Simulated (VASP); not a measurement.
Wanted: the native input for a VASP 6.6.1 run.

| Item | Value |
| --- | --- |
| Task | single point |
| Functional | r2SCAN |
| Potentials or basis | VASP PAW PBE potentials, release 64 (Al, Ru_pv) |
| Cutoff | 520 eV |
| k mesh | 2 × 2 × 2 |
| Occupations | methfessel-paxton, width 0.1 eV |
| Spin | no spin polarisation |
| Dipole correction | no |
| Further INCAR settings | LREAL = Auto; ALGO = Normal; EDIFF = 1e-06; NBANDS = 150 |

The system is Al16Ru15 (a cell with a defect).

```
CELL_PARAMETERS angstrom
0.00000 6.00688 6.00688
6.00688 0.00000 6.00688
6.00688 6.00688 0.00000
ATOMIC_POSITIONS crystal
Al 0.00304 0.00467 0.98260
Al 0.24955 0.25107 0.21793
Al 0.00281 0.00442 0.50949
Al 0.24954 0.25107 0.78145
Al 0.00120 0.49942 0.99949
Al 0.25935 0.73433 0.25289
Al 0.96771 0.53290 0.49924
Al 0.23955 0.76787 0.74600
Al 0.49776 0.00285 0.99948
Al 0.73273 0.26107 0.25282
Al 0.53113 0.96948 0.49923
Al 0.76628 0.24127 0.74595
Al 0.49619 0.49780 0.01611
Al 0.74948 0.75113 0.25133
Al 0.49594 0.49757 0.48969
Al 0.74947 0.75114 0.74762
Ru 0.11295 0.11463 0.13616
Ru 0.24935 0.25125 0.49993
Ru 0.38598 0.38767 0.86312
Ru 0.12345 0.62169 0.12878
Ru 0.37554 0.88052 0.37334
Ru 0.12327 0.62167 0.62560
Ru 0.37569 0.88053 0.86994
Ru 0.62009 0.12508 0.12878
Ru 0.87892 0.37716 0.37331
Ru 0.62007 0.12493 0.62555
Ru 0.87894 0.37734 0.86993
Ru 0.62519 0.62688 0.12382
Ru 0.88599 0.88773 0.36295
Ru 0.61288 0.61463 0.63605
Ru 0.87374 0.87543 0.87526
```

The input as run:

POSCAR

```
Al16Ru15
1.0
    0.0000000000      6.0068828200      6.0068828200
    6.0068828200      0.0000000000      6.0068828200
    6.0068828200      6.0068828200      0.0000000000
Al Ru
16 15
Direct
    0.0030434200      0.0046701400     -0.0174012800
    0.2495478900      0.2510664100      0.2179293400
    0.0028128200      0.0044213500      0.5094872700
    0.2495391900      0.2510736600      0.7814529400
    0.0012007000      0.4994151000     -0.0005089300
    0.2593481000      0.7343280200      0.2528881500
   -0.0322915200      0.5329039400      0.4992441000
    0.2395539200      0.7678726500      0.7460045900
    0.4977609400      0.0028537100     -0.0005178100
    0.7327339400      0.2610666900      0.2528181900
    0.5311321800     -0.0305176300      0.4992300400
    0.7662795300      0.2412733900      0.7459500800
    0.4961914200      0.4978017400      0.0161148100
    0.7494847100      0.7511302800      0.2513308800
    0.4959442400      0.4975712000      0.4896903300
    0.7494726500      0.7511429600      0.7476156700
    0.1129475700      0.1146306100      0.1361569000
    0.2493456300      0.2512537200      0.4999316100
    0.3859847000      0.3876667600      0.8631195400
    0.1234544900      0.6216866700      0.1287831800
    0.3755351000      0.8805181800      0.3733408500
    0.1232747000      0.6216661500      0.6256037800
    0.3756893500      0.8805349700      0.8699357900
    0.6200914800      0.1250794200      0.1287845100
    0.8789237900      0.3771586900      0.3733102000
    0.6200749000      0.1249250500      0.6255471400
    0.8789434700      0.3773392800      0.8699349800
    0.6251887300      0.6268797900      0.1238163700
    0.8859878400      0.8877318200      0.3629490800
    0.6128817900      0.6146278000      0.6360537200
    0.8737409500      0.8754319800      0.8752646700
```

INCAR.step1

```
ALGO = Normal
EDIFF = 1E-4
ENCUT = 520
GGA = PE
ISMEAR = 1
LASPH = T
LCHARG = F
LREAL = Auto
LWAVE = T
NBANDS = 150
NELM = 80
PREC = Accurate
SIGMA = 0.1
```

INCAR.step2

```
ALGO = Normal
EDIFF = 1E-6
ENCUT = 520
ISIF = 2
ISMEAR = 1
ISTART = 1
LASPH = T
LCHARG = F
LMIXTAU = T
LREAL = Auto
LWAVE = F
METAGGA = R2SCAN
NBANDS = 150
NELM = 80
PREC = Accurate
SIGMA = 0.1
```

KPOINTS

```
k-points
0
Gamma
  2 2 2
```

Potentials or basis: VASP PAW PBE potentials, release 64 (Al, Ru_pv).

Launch:

```sh
$ cat potpaw_PBE.64/Al/POTCAR potpaw_PBE.64/Ru_pv/POTCAR > POTCAR
$ cp INCAR.step1 INCAR
$ mpirun -np 1 vasp_std > vasp.out
$ cp INCAR.step2 INCAR
$ mpirun -np 1 vasp_std > vasp.out
```

Results of the run:

```json
{"Pressure": "-4.0 GPa", "Largest force": "0.085 eV/Å", "Band gap on the k mesh": "zero (bands 129 and 130 overlap by 0.19 eV)"}
```

Caveat: the k points lie up to 0.45 Å⁻¹ apart; the PAW data sets were made with another functional, which shifts forces and pressure a little.

Wall time 2.1 h on 1 thread of Oxide Virtual Turin-like Processor (shared host), peak memory 0.79 GiB.
